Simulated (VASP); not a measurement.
A run of VASP 6.6.1 is set up as follows.

The input POSCAR:

```
As2S
1.0
    4.2570293928      0.0000000000      0.0000000000
    0.0000000000      4.2570293928      0.0000000000
    0.0000000000      0.0000000000      6.4953822725
As S
4 2
Direct
    0.0000000000      0.0000000000      0.0000000000
    0.5000000000      0.5000000000      0.0000000000
    0.0000000000      0.5000000000      0.2700000000
    0.5000000000      0.0000000000      0.7300000000
    0.0000000000      0.5000000000      0.7000000000
    0.5000000000      0.0000000000      0.3000000000
```

Contents of INCAR.step1:

```
PREC = Accurate
ENCUT = 600
ISMEAR = 0
SIGMA = 0.1
LREAL = False
LASPH = True
NELM = 60
GGA = PE
ALGO = Normal
EDIFF = 1E-4
LWAVE = True
LCHARG = False
```

The input INCAR.step2:

```
PREC = Accurate
ENCUT = 600
EDIFF = 1E-7
ISMEAR = 0
SIGMA = 0.1
LREAL = False
LASPH = True
NELM = 60
ALGO = Normal
ISIF = 3
LWAVE = False
LCHARG = False
METAGGA = R2SCAN
LMIXTAU = True
IBRION = 2
NSW = 90
EDIFFG = -0.04
ISTART = 1
```

KPOINTS

```
regular mesh
0
Gamma
  4 4 4
```

Potentials or basis: VASP PAW PBE potentials, release 64 (As, S).

Launch:

```sh
$ cat potpaw_PBE.64/As/POTCAR potpaw_PBE.64/S/POTCAR > POTCAR
$ cp INCAR.step1 INCAR
$ mpirun -np 1 vasp_std > vasp.out
$ cp INCAR.step2 INCAR
$ mpirun -np 1 vasp_std > vasp.out
```

Question: What does it give for the space group after relaxing (to 0.1 Å)?

Answer: P4/nmm (No. 129).

Question: What does it give for the band gap on the k mesh?

Answer: Zero (bands 16 and 17 overlap by 1.77 eV).

Question: Estimate the relaxed cell.

Answer: a = 4.950 Å, b = 4.950 Å, c = 5.189 Å, α = 90.00°, β = 90.00°, γ = 90.00°.

Final structure:
```
CELL_PARAMETERS angstrom
4.94984 0.00000 0.00000
0.00000 4.94984 0.00000
0.00000 0.00000 5.18862
ATOMIC_POSITIONS crystal
As 0.00000 0.00000 0.00000
As 0.50000 0.50000 0.00000
As 0.00000 0.50000 0.20629
As 0.50000 0.00000 0.79371
S 0.00000 0.50000 0.62383
S 0.50000 0.00000 0.37617
```

Caveat: the k points lie up to 0.32 Å⁻¹ apart in the final cell, too coarse for converged energies and pressures of a metal; a cell axis changed by over 15 % at a fixed basis, so the end point is rough.
